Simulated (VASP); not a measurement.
Here is a VASP 6.6.1 calculation.

Contents of INCAR:

```
ALGO     = Normal         # electronic algorithm
EDIFF    = 1E-6           # SCF threshold, eV
ENCUT    = 520            # plane-wave cutoff, eV
GGA      = PE             # functional
ISIF     = 2              # what is computed and relaxed
ISMEAR   = 0              # smearing method
LASPH    = T              # aspherical terms in the spheres
LCHARG   = F              # write CHGCAR
LREAL    = F              # projectors in reciprocal space
LWAVE    = F              # write WAVECAR
NBANDS   = 21             # bands
NELM     = 80             # most SCF steps
PREC     = Accurate       # precision mode
SIGMA    = 0.1            # smearing width, eV
```

Contents of KPOINTS:

```
k-points
0
Gamma
  12 12 12
```

The input POSCAR:

```
Ge
1.0
    0.0986674976      2.9377625081      2.8920778726
    2.8620646229      0.0736894585      2.9170559117
    2.8765479253      2.9772238496      0.0592061561
Ge
2
Direct
    0.5049067262      0.4977658134      0.5233316954
    0.7450932738      0.7522341866      0.7266683046
```

Potentials or basis: VASP PAW PBE potentials, release 64 (Ge_d).

Command:

```bash
$ cat potpaw_PBE.64/Ge_d/POTCAR > POTCAR
$ mpirun -np 1 vasp_std > vasp.out
```

Task: What does it give for the band gap on the k mesh?

Result: Zero (bands 14 and 15 overlap by 1.15 eV).

Task: Estimate the pressure.

Result: 1.3 GPa.

Forces on the atoms (eV/Å):
```
Ge  -1.057 -1.378 -0.250
Ge   1.057  1.378  0.250
```

Caveat: the cell differs from its parent crystal (atoms moved at random and the cell strained at random); forces of over 1 eV/Å act on the atoms, so gaps and moduli don't describe the material at rest.
